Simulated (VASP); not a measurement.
Mn:

```
Mn
1.0
    -4.40000    4.40000    4.40000
     4.40000   -4.40000    4.40000
     4.40000    4.40000   -4.40000
Mn
29
Cartesian
  7.1896 1.6104 1.6104
  -1.2584 1.2584 4.1008
  -1.2584 4.1008 1.2584
  3.6168 5.1832 1.9536
  -0.7832 6.3536 0.7832
  -1.9536 3.6168 3.6168
  1.6104 -1.6104 1.6104
  1.2584 -1.2584 4.1008
  4.1008 -1.2584 1.2584
  0.7832 -0.7832 6.3536
  1.9536 3.6168 5.1832
  3.6168 -1.9536 3.6168
  1.6104 1.6104 -1.6104
  4.1008 1.2584 -1.2584
  1.2584 4.1008 -1.2584
  6.3536 0.7832 -0.7832
  5.1832 1.9536 3.6168
  3.6168 3.6168 -1.9536
  0.0000 0.0000 0.0000
  2.7896 2.7896 2.7896
  3.1416 3.1416 0.2992
  0.2992 3.1416 3.1416
  3.1416 0.2992 3.1416
  1.2584 1.2584 4.6992
  4.6992 1.2584 1.2584
  1.2584 4.6992 1.2584
  0.7832 0.7832 2.4464
  2.4464 0.7832 0.7832
  0.7832 2.4464 0.7832
```

```yaml
Program: VASP 6.6.1
Task: relaxation of cell and atoms
Functional: revPBE
Potentials_or_basis: VASP PAW PBE potentials, release 64 (Mn_pv)
Cutoff: 600 eV
k_mesh: 3 × 3 × 3
Occupations: fermi-dirac, width 0.05 eV
Spin: collinear spin, ferrimagnetic start
```

At the start: pressure -6.8 GPa; volume 11.75 Å³/atom.

Where does the relaxation end?

Over 12 steps the energy falls by 18.5 meV/atom and the volume is 11.30 Å³/atom (-3.8 %); space group I-43m (No. 217, to 0.1 Å) before and after; moment 1.58 μB per cell.

Step by step:
| step | energy change (eV) | largest force (eV/Å) | pressure (GPa) | volume (Å³) |
| --- | --- | --- | --- | --- |
| 1 | 0.0000 | 0.6778 | -6.79 | 340.74 |
| 2 | -0.2786 | 0.1760 | 7.13 | 316.77 |
| 3 | -0.4502 | 0.4000 | 1.06 | 325.33 |
| 4 | -0.5209 | 0.1113 | 0.36 | 326.79 |
| 5 | -0.5277 | 0.1337 | 0.12 | 327.40 |
| 6 | -0.5333 | 0.0977 | -0.15 | 327.87 |
| 7 | -0.5346 | 0.0761 | -0.30 | 328.14 |
| 8 | -0.5339 | 0.0572 | -0.54 | 328.67 |
| 9 | -0.5349 | 0.0643 | -0.36 | 328.30 |
| 10 | -0.5361 | 0.0205 | 0.37 | 327.19 |
| 11 | -0.5365 | 0.0285 | 0.11 | 327.57 |
| 12 | -0.5371 | 0.0046 | 0.00 | 327.76 |

Final structure:
```yaml
crystal:
  lattice:
    - [-4.34344, 4.34344, 4.34344]
    - [4.34344, -4.34344, 4.34344]
    - [4.34344, 4.34344, -4.34344]
  atoms:
    - { symbol: Mn, position: [0.36393, 0.00000, 0.00000] }
    - { symbol: Mn, position: [0.61126, 0.32275, 0.00000] }
    - { symbol: Mn, position: [0.61126, 0.00000, 0.32275] }
    - { symbol: Mn, position: [0.80503, 0.62693, 0.00000] }
    - { symbol: Mn, position: [0.80503, 0.00000, 0.62693] }
    - { symbol: Mn, position: [0.82190, 0.19497, 0.19497] }
    - { symbol: Mn, position: [0.00000, 0.36393, 0.00000] }
    - { symbol: Mn, position: [0.32275, 0.61126, 0.00000] }
    - { symbol: Mn, position: [0.00000, 0.61126, 0.32275] }
    - { symbol: Mn, position: [0.62693, 0.80503, 0.00000] }
    - { symbol: Mn, position: [0.00000, 0.80503, 0.62693] }
    - { symbol: Mn, position: [0.19497, 0.82190, 0.19497] }
    - { symbol: Mn, position: [0.00000, 0.00000, 0.36393] }
    - { symbol: Mn, position: [0.00000, 0.32275, 0.61126] }
    - { symbol: Mn, position: [0.32275, 0.00000, 0.61126] }
    - { symbol: Mn, position: [0.00000, 0.62693, 0.80503] }
    - { symbol: Mn, position: [0.62693, 0.00000, 0.80503] }
    - { symbol: Mn, position: [0.19497, 0.19497, 0.82190] }
    - { symbol: Mn, position: [0.00000, 0.00000, 0.00000] }
    - { symbol: Mn, position: [0.63607, 0.63607, 0.63607] }
    - { symbol: Mn, position: [0.38874, 0.38874, 0.71148] }
    - { symbol: Mn, position: [0.71148, 0.38874, 0.38874] }
    - { symbol: Mn, position: [0.38874, 0.71148, 0.38874] }
    - { symbol: Mn, position: [0.67725, 0.67725, 0.28852] }
    - { symbol: Mn, position: [0.28852, 0.67725, 0.67725] }
    - { symbol: Mn, position: [0.67725, 0.28852, 0.67725] }
    - { symbol: Mn, position: [0.37307, 0.37307, 0.17810] }
    - { symbol: Mn, position: [0.17810, 0.37307, 0.37307] }
    - { symbol: Mn, position: [0.37307, 0.17810, 0.37307] }
```

Caveat: the PAW data sets were made with another functional, which shifts forces and pressure a little.
